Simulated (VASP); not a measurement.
A run of VASP 6.6.1 is set up as follows.

File INCAR:

```
PREC     = Accurate       # precision mode
ENCUT    = 600            # plane-wave cutoff, eV
EDIFF    = 1E-6           # SCF threshold, eV
ISMEAR   = -1             # smearing method
SIGMA    = 0.1            # smearing width, eV
LREAL    = F              # projectors in reciprocal space
LASPH    = T              # aspherical terms in the spheres
NELM     = 100            # most SCF steps
ALGO     = Normal         # electronic algorithm
ISIF     = 3              # what is computed and relaxed
LWAVE    = F              # write WAVECAR
LCHARG   = F              # write CHGCAR
GGA      = PE             # functional
IBRION   = 2              # ionic algorithm
NSW      = 80             # ionic steps
EDIFFG   = -0.01          # ionic threshold
```

File KPOINTS:

```
Automatic mesh
0
Gamma
  9 9 9
```

The input POSCAR:

```
Hg
1.0
    0.0000000000      3.1463715427      3.1463715427
    3.1463715427      0.0000000000      3.1463715427
    3.1463715427      3.1463715427      0.0000000000
Hg
2
Direct
    0.1250000000      0.1250000000      0.1250000000
    0.8750000000      0.8750000000      0.8750000000
```

Potentials or basis: VASP PAW PBE potentials, release 64 (Hg).

Command:

```console
$ cat potpaw_PBE.64/Hg/POTCAR > POTCAR
$ mpirun -np 1 vasp_std > vasp.out
```

(1) Estimate the relaxed volume.

(2) Predict the space group after relaxing (to 0.05 Å).

(3) Predict the band gap on the k mesh.

Results:

(1) 56.29 Å³/atom.

(2) Fd-3m (No. 227).

(3) 0.41 eV, indirect (least direct gap 2.95 eV).

Caveat: the volume moved by over 15 % at a fixed basis, so the end points are rough; spin-orbit coupling is left out, which moves the levels of the heavy elements.
